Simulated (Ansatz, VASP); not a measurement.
**LiH in VASP and in Ansatz**

```
Li H
1.0
     2.40484    0.00000    0.00000
     0.00000    2.40484    0.00000
     0.00000    0.00000    2.40484
Li H
1 1
Direct
  0.00000 0.00000 0.00000
  0.50000 0.50000 0.50000
```

Change from the starting cell: hydrostatic strain -3.9%.

Alike in both runs: task single point; functional HSE06; k mesh 8 × 8 × 8; no spin polarisation.

|  | VASP | Ansatz |
| --- | --- | --- |
| version | VASP 6.6.1 | Ansatz 0.2.0 |
| potentials or method | VASP PAW PBE potentials, release 64 (Li_sv, H) | plane waves, PAW |
| plane-wave cutoff (eV) | 520 | 420 |
| occupations | gaussian, width 0.01 eV | fixed |
| valence electrons in the cell | 4 | 4 |

VASP gave:

```
gap on the k mesh at the Fermi level (eV) : 1.42
```

Task: Which values does Ansatz return?

Result: gap on the k mesh at the Fermi level (eV): 1.39.

Ansatz's warnings: stress exchange threshold loose, stress scf threshold loose.

Noted on VASP's run: the cutoff is under 1.25 times that of the potentials, so the pressure is a little rough.
